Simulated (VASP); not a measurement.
Runs of VASP 6.6.1 on AlGa3N4. The structure is that of space group Pm (No. 6), or close to it. The cells are those of the table. 

```tsv
cell	gap on the mesh (eV)	pressure (GPa)	largest force (eV/Å)
a = 5.142, b = 3.165, c = 5.561 Å, 8 atoms	2.25	-2.9	0.16
a = 5.219, b = 3.212, c = 5.314 Å, 8 atoms	2.23	0.4	0.58
a = 5.065, b = 3.118, c = 5.478 Å, 8 atoms	2.57	(b)	0.19
a = 5.297, b = 3.260, c = 5.478 Å, 8 atoms	1.89	-10.0	0.26
a = 5.142, b = 3.165, c = 5.314 Å, 8 atoms	(c)	6.3	0.44
a = 5.219, b = 3.212, c = 5.643 Å, 8 atoms	(a)	-10.1	0.13
```

Alike in all rows: task single point; level PBEsol; potentials or basis VASP PAW PBE potentials, release 64 (Al, Ga_d, N); no spin polarisation; k mesh 6 × 8 × 6; cutoff (eV) 520; smearing gaussian 0.05 eV.

**Question.** Estimate the missing entries.

**Answer.** (a) 1.95; (b) 6.1; (c) 2.50.

Caveats: the PAW data sets were made with another functional, which shifts forces and pressure a little; the cell stands under pressure (at least some runs); the cell stands under tension (at least some runs).

A k mesh can miss the band edges, and the runs leave out spin-orbit coupling on Ga.
